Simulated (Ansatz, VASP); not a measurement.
# C in VASP and in Ansatz

The input INCAR:

```
SYSTEM = C
PREC = Accurate
ENCUT = 520
EDIFF = 1E-6
ISMEAR = 0
SIGMA = 0.05
LREAL = .False.
LASPH = .True.
NELM = 100
ALGO = Normal
ISIF = 2
LWAVE = .False.
LCHARG = .False.
GGA = PE
NBANDS = 36
```

File KPOINTS:

```
regular mesh
0
Gamma
  12 12 2
  0 0 0
```

Contents of POSCAR:

```
C
1.0
    2.5205457478      0.0000000000      0.0000000000
   -1.2602728739      2.1828566490      0.0000000000
    0.0000000000      0.0000000000     11.9630000000
C
12
Direct
    0.0000000000      0.0000000000      0.1868593266
    0.0000000000      0.0000000000      0.6868593266
    0.0000000000      0.0000000000      0.3131406734
    0.0000000000      0.0000000000      0.8131406734
    0.3333333333      0.6666666667      0.5207665411
    0.6666666667      0.3333333333      0.0207665411
    0.3333333333      0.6666666667      0.9792334589
    0.6666666667      0.3333333333      0.4792334589
    0.3333333333      0.6666666667      0.6450950823
    0.6666666667      0.3333333333      0.1450950823
    0.3333333333      0.6666666667      0.8549049177
    0.6666666667      0.3333333333      0.3549049177
```

Input for Ansatz:

```yaml
crystal:
  lattice:
    - [2.5205457478, 0.0, 0.0]
    - [-1.2602728739, 2.182856649, 0.0]
    - [0.0, 0.0, 11.963]
  atoms:
    - { symbol: C, position: [0.0, 0.0, 0.1868593266] }
    - { symbol: C, position: [0.0, 0.0, 0.6868593266] }
    - { symbol: C, position: [0.0, 0.0, 0.3131406734] }
    - { symbol: C, position: [0.0, 0.0, 0.8131406734] }
    - { symbol: C, position: [0.3333333333, 0.6666666667, 0.5207665411] }
    - { symbol: C, position: [0.6666666667, 0.3333333333, 0.0207665411] }
    - { symbol: C, position: [0.3333333333, 0.6666666667, 0.9792334589] }
    - { symbol: C, position: [0.6666666667, 0.3333333333, 0.4792334589] }
    - { symbol: C, position: [0.3333333333, 0.6666666667, 0.6450950823] }
    - { symbol: C, position: [0.6666666667, 0.3333333333, 0.1450950823] }
    - { symbol: C, position: [0.3333333333, 0.6666666667, 0.8549049177] }
    - { symbol: C, position: [0.6666666667, 0.3333333333, 0.3549049177] }
basis:
  ecutwfc: 520.0
kpoints:
  mp_grid: { grid: [12, 12, 2] }
hamiltonian:
  xc: pbe
  pseudopotentials: { kind: paw, azcp: { folder: soft_1 } }
scf:
  occupations: { method: gaussian, width: 0.05 }
output:
  forces: true
  stress: true
  eigenvalues: true
```

Alike in both runs: task single point; functional PBE; k mesh 12 × 12 × 2; occupations gaussian, width 0.05 eV; no spin polarisation.

|  | VASP | Ansatz |
| --- | --- | --- |
| version | VASP 6.6.1 | Ansatz 0.2.0 |
| potentials or method | VASP PAW PBE potentials, release 64 (C), cutoff 520 eV | scalar-relativistic, plane waves, PAW |
| valence electrons in the cell | 48 | 48 |

|  | VASP | Ansatz | Ansatz less VASP |
| --- | --- | --- | --- |
| gap on the k mesh at the Fermi level (eV) | 4.16 | 4.18 | +0.012 |
| least direct gap on the mesh (eV) | 5.02 | 5.03 | +0.007 |
| pressure (GPa) | 19.5 | 18.8 | -0.78 |
| traceless stress, the component that is largest in VASP (GPa) | 33.98 | 33.79 | -0.189 |
| rms of the force components (eV/Å) | 0.154 | 0.147 | -0.0067 |

Atom by atom the forces differ by 0.007 eV/Å (rms over components).
